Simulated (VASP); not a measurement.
# Au (Im-3m) in VASP: a series of runs, part 2 of 2

VASP 6.6.1.

**3. Relaxation of cell and atoms, r2SCAN, target pressure 30 GPa, at which the enthalpy is minimised**

POSCAR

```
Au
1.0
   -1.6572690000      1.6572690000      1.6572690000
    1.6572690000     -1.6572690000      1.6572690000
    1.6572690000      1.6572690000     -1.6572690000
Au
1
Direct
    0.0000000000      0.0000000000      0.0000000000
```

INCAR.step1

```
ALGO     = Normal         # electronic algorithm
EDIFF    = 1E-4           # SCF threshold, eV
ENCUT    = 600            # plane-wave cutoff, eV
GGA      = PE             # functional
ISMEAR   = -1             # smearing method
LASPH    = T              # aspherical terms in the spheres
LCHARG   = F              # write CHGCAR
LREAL    = F              # projectors in reciprocal space
LWAVE    = T              # write WAVECAR
NELM     = 80             # most SCF steps
PREC     = Accurate       # precision mode
SIGMA    = 0.05           # smearing width, eV
```

INCAR.step2

```
ALGO     = Normal         # electronic algorithm
EDIFF    = 1E-6           # SCF threshold, eV
EDIFFG   = -0.01          # ionic threshold
ENCUT    = 600            # plane-wave cutoff, eV
IBRION   = 2              # ionic algorithm
ISIF     = 3              # what is computed and relaxed
ISMEAR   = -1             # smearing method
ISTART   = 1            
LASPH    = T              # aspherical terms in the spheres
LCHARG   = F              # write CHGCAR
LMIXTAU  = T            
LREAL    = F              # projectors in reciprocal space
LWAVE    = F              # write WAVECAR
METAGGA  = R2SCAN         # meta-GGA
NELM     = 80             # most SCF steps
NSW      = 60             # ionic steps
PREC     = Accurate       # precision mode
PSTRESS  = 300.0        
SIGMA    = 0.05           # smearing width, eV
```

KPOINTS

```
k-points
0
Gamma
  11 11 11
```

Potentials or basis: VASP PAW PBE potentials, release 64 (Au).

Started as:

```bash
$ cat potpaw_PBE.64/Au/POTCAR > POTCAR
$ cp INCAR.step1 INCAR
$ mpirun -np 1 vasp_std > vasp.out
$ cp INCAR.step2 INCAR
$ mpirun -np 1 vasp_std > vasp.out
```

Run time: 4.2 min. Hardware: 1 thread of AMD EPYC 7R43 (Zen 3), shared host; peak memory 0.15 GiB.

Results (log left out):

```
Free energy                                            : -50.3895 eV
Relaxed volume                                         : 15.44 Å³/atom
Relaxed cell                                           : a = 2.717 Å, b = 2.717 Å, c = 2.717 Å, α = 109.47°, β = 109.47°, γ = 109.47°
Space group after relaxing (to 0.05 Å)                 : Im-3m (No. 229)
Energy change on relaxing (the enthalpy is what falls) : +175.4 meV/atom
Ionic steps                                            : 5
Pressure after relaxing                                : 30.1 GPa
```

The path:
| step | energy change (eV) | largest force (eV/Å) | pressure (GPa) | volume (Å³) |
| --- | --- | --- | --- | --- |
| 1 | 0.0000 | 0.0000 | -3.85 | 18.21 |
| 2 | 6.0255 | 0.0000 | 456.06 | 9.84 |
| 3 | 0.1103 | 0.0000 | 22.67 | 15.84 |
| 4 | 0.1387 | 0.0000 | 26.04 | 15.65 |
| 5 | 0.1754 | 0.0000 | 30.08 | 15.44 |

Final structure:
```
Au
1.0
    -1.56877    1.56877    1.56877
     1.56877   -1.56877    1.56877
     1.56877    1.56877   -1.56877
Au
1
Direct
  0.00000 0.00000 0.00000
```

Levels at points of the mesh, in eV from the Fermi level:
| k point | band 3 | band 4 | band 5 | band 6 | band 7 | band 8 | band 9 |
| --- | --- | --- | --- | --- | --- | --- | --- |
| (0.00, 0.00, 0.00) | -5.62 | -5.62 | -3.29 | -3.29 | 17.53 | 17.53 | 17.53 |

Caveat: the cell is relaxed towards a set pressure, so the enthalpy falls and the energy may rise; the volume moved by over 15 % at a fixed basis, so the end points are rough; the PAW data sets were made with another functional, which shifts forces and pressure a little; spin-orbit coupling is left out, which moves the levels of the heavy elements.

**4. Single point, PBE**

INCAR

```
SYSTEM = Au
  PREC = Accurate
  ENCUT = 500
  EDIFF = 1E-6
  ISMEAR = 0
  SIGMA = 0.012
  LREAL = .False.
  LASPH = .True.
  NELM = 120
  ALGO = Normal
  ISIF = 2
  LWAVE = .False.
  LCHARG = .False.
  GGA = PE
  NBANDS = 12
  GGA_COMPAT = .False.
```

KPOINTS

```
regular mesh
0
Gamma
  11 11 11
  0 0 0
```

POSCAR is that of step 3.

Potentials or basis: VASP PAW PBE potentials, release 64 (Au).

Started as:

```bash
$ cat potpaw_PBE.64/Au/POTCAR > POTCAR
$ mpirun -np 1 vasp_std > vasp.out
```

OUTCAR:

```text
SYSTEM = Au
   PREC = Accurate
   ENCUT = 500
   EDIFF = 1E-6
   ISMEAR = 0
   LREAL = .False.
   LASPH = .True.
   NELM = 120
   ISIF = 2
   GGA = PE

 ion  position               nearest neighbor table
   1  0.000  0.000  0.000-

  LATTYP: Found a body centered cubic cell.
 ALAT       =     3.3145380000

  Lattice vectors:

 A1 = (  -1.6572690000,   1.6572690000,   1.6572690000)
 A2 = (   1.6572690000,  -1.6572690000,   1.6572690000)
 A3 = (   1.6572690000,   1.6572690000,  -1.6572690000)

[... 530 lines left out ...]
      4       5.6884      2.00000
      5       5.8642      2.00000
      6      11.3177      0.00000
      7      11.6424      0.00000
      8      17.1066      0.00000
      9      19.7179      0.00000
     10      30.1275      0.00000
     11      31.7845      0.00000
     12      33.7416      0.00000

 [... further k-points ...]
[... 5 lines left out ...]
  --------------------------------------------------------------------------------------
  -------------------------------------------------------------------------------------
  Total       -0.1217901     -0.1217901     -0.1217901      0.0000000      0.0000000     -0.0000000
  in kB      -10.7172546    -10.7172546    -10.7172546      0.0000000      0.0000000     -0.0000000
  external PRESSURE =     -10.7172546 kB  Pullay stress =       0.0000000 kB

 VOLUME and BASIS-vectors are now :
 -----------------------------------------------------------------------------
  energy-cutoff  :      500.00
  volume of cell :       18.21
      direct lattice vectors                 reciprocal lattice vectors
    -1.657269000  1.657269000  1.657269000     0.000000000  0.301701172  0.301701172
     1.657269000 -1.657269000  1.657269000     0.301701172  0.000000000  0.301701172
     1.657269000  1.657269000 -1.657269000     0.301701172  0.301701172  0.000000000

 POSITION                                       TOTAL-FORCE (eV/Angst)
 -----------------------------------------------------------------------------------
      0.00000      0.00000      0.00000        -0.000000      0.000000      0.000000
 -----------------------------------------------------------------------------------
    total drift:                               -0.000000      0.000000     -0.000000

  FREE ENERGIE OF THE ION-ELECTRON SYSTEM (eV)
  ---------------------------------------------------
  free  energy   TOTEN  =        -3.1920540569 eV

  energy  without entropy=       -3.1917386894  energy(sigma->0) =       -3.19189637
```

Wall time 11 s (1 thread of Intel Xeon Platinum 8375C at 2.90GHz (Ice Lake), shared host); peak memory 0.14 GiB.

Results:

- Free energy: -3.1921 eV
- Pressure: -1.1 GPa

Levels at points of the mesh, in eV from the Fermi level:
```csv
k point,band 4,band 5,band 6,band 7,band 8,band 9
"(0.00, 0.00, 0.00)",-4.40,-2.66,-2.66,16.61,16.61,16.61
```

Caveat: spin-orbit coupling is left out, which moves the levels of the heavy elements.

**5. Single point, PBE**

INCAR

```
SYSTEM = Au
PREC = Accurate
ENCUT = 500
EDIFF = 1E-6
ISMEAR = 0
SIGMA = 0.014
LREAL = .FALSE.
LASPH = .TRUE.
NELM = 120
ALGO = Normal
ISIF = 2
LWAVE = .FALSE.
LCHARG = .TRUE.
GGA = PE
LELF = .TRUE.
LVHAR = .TRUE.
NBANDS = 12
GGA_COMPAT = .FALSE.
```

KPOINTS

```
Automatic mesh
0
G
  11 11 11
  0 0 0
```

POSCAR is that of step 4.

Started as:

```bash
$ cat potpaw_PBE.64/Au/POTCAR > POTCAR
$ mpirun -np 1 vasp_std > vasp.out
```

Run time: 11 s. Hardware: 1 thread of Intel Xeon Platinum 8375C at 2.90GHz (Ice Lake), shared host; peak memory 0.14 GiB.

It converged, with:

| Property | Result |
| --- | --- |
| Free energy | -3.1921 eV |
| Pressure | -1.1 GPa |

Levels at points of the mesh, in eV from the Fermi level:
```
           k point  band 3  band 4  band 5  band 6  band 7  band 8  band 9  band 10
(0.00, 0.00, 0.00)   -4.40   -4.40   -2.66   -2.66   16.61   16.61   16.61    23.27
```

Caveat: spin-orbit coupling is left out, which moves the levels of the heavy elements.

**6. The runs side by side**

```tsv
task	level	cell	cutoff (eV)	smearing	gap on the mesh (eV)	pressure (GPa)
relaxation of cell and atoms	r2SCAN	relaxed to 20 GPa	600	fermi-dirac 0.05 eV	none	19.9
relaxation of cell and atoms	r2SCAN	relaxed to 30 GPa	600	fermi-dirac 0.05 eV	none	30.1
single point	PBE	as given	500	gaussian 0.012 eV	none	-1.1
single point	PBE	as given	500	gaussian 0.014 eV	none	-1.1
```

Alike in all rows: potentials or basis VASP PAW PBE potentials, release 64 (Au); no spin polarisation; k mesh 11 × 11 × 11.

Caveats: spin-orbit coupling is left out, which moves the levels of the heavy elements; the cell is relaxed towards a set pressure, so the enthalpy falls and the energy may rise (some runs); the PAW data sets were made with another functional, which shifts forces and pressure a little (some runs); the volume moved by over 15 % at a fixed basis, so the end points are rough (some runs).

Total energies depend on the potentials used, so only differences within one code and one set of settings carry meaning.
